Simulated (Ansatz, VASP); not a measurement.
## Si: VASP beside Ansatz

INCAR

```
PREC = Accurate
ENCUT = 520
EDIFF = 1E-7
ISMEAR = -1
SIGMA = 0.1
LREAL = F
LASPH = T
NELM = 150
ALGO = Normal
ISIF = 2
LWAVE = F
LCHARG = F
MAGMOM = 0 0 0
LORBIT = 11
LSORBIT = T
GGA_COMPAT = F
LORBMOM = T
NBANDS = 15
```

KPOINTS

```
Automatic mesh
0
Gamma
  13 13 13
```

The input POSCAR:

```
Si
1.0
    2.4995034893      0.0000000000      0.0000000000
    0.0000000000      2.4995034893      0.0000000000
    0.0000000000      0.0000000000      2.4995034893
Si
1
Direct
    0.0000000000      0.0000000000      0.0000000000
```

Input for Ansatz:

```yaml
crystal:
  lattice:
    - [2.4995034893, 0.0, 0.0]
    - [0.0, 2.4995034893, 0.0]
    - [0.0, 0.0, 2.4995034893]
  atoms:
    - { symbol: Si, position: [0.0, 0.0, 0.0] }
hamiltonian:
  xc: lda
  pseudopotentials:
    kind: paw_fr
    azcp:
      Si: "pseudopotentials/Si.paw.azcp"
basis:
  ecutwfc: 420
  fft_grid_basis: typed
kpoints:
  mp_grid: { grid: [13, 13, 13], shift: [0, 0, 0] }
magnetization:
  noncollinear: true
  spin_orbit: true
scf:
  occupations: { method: fermi_dirac, width: 0.1 }
output:
  write_density: true
  write_potential: true
  elf: true
  volumetric_format: npy
```

Alike in both runs: task single point; functional LDA; k mesh 13 × 13 × 13; occupations fermi-dirac, width 0.1 eV; non-collinear spin, spin-orbit coupling.

|  | VASP | Ansatz |
| --- | --- | --- |
| version | VASP 6.6.1 | Ansatz 0.2.0 |
| potentials or method | VASP PAW LDA potentials, release 64 (Si), cutoff 520 eV | plane waves (420 eV) with PAW, fully relativistic with spin-orbit coupling |
| valence electrons in the cell | 4 | 4 |

|  | VASP | Ansatz | Ansatz less VASP |
| --- | --- | --- | --- |
| net moment per atom (μB) | 0.00 | 0.00 | 0.000 |

Ansatz warns that its potentials were made for another functional, while VASP's fit it. LDA's correlation is that of Perdew and Zunger in VASP and of Perdew and Wang (1992) in Ansatz.
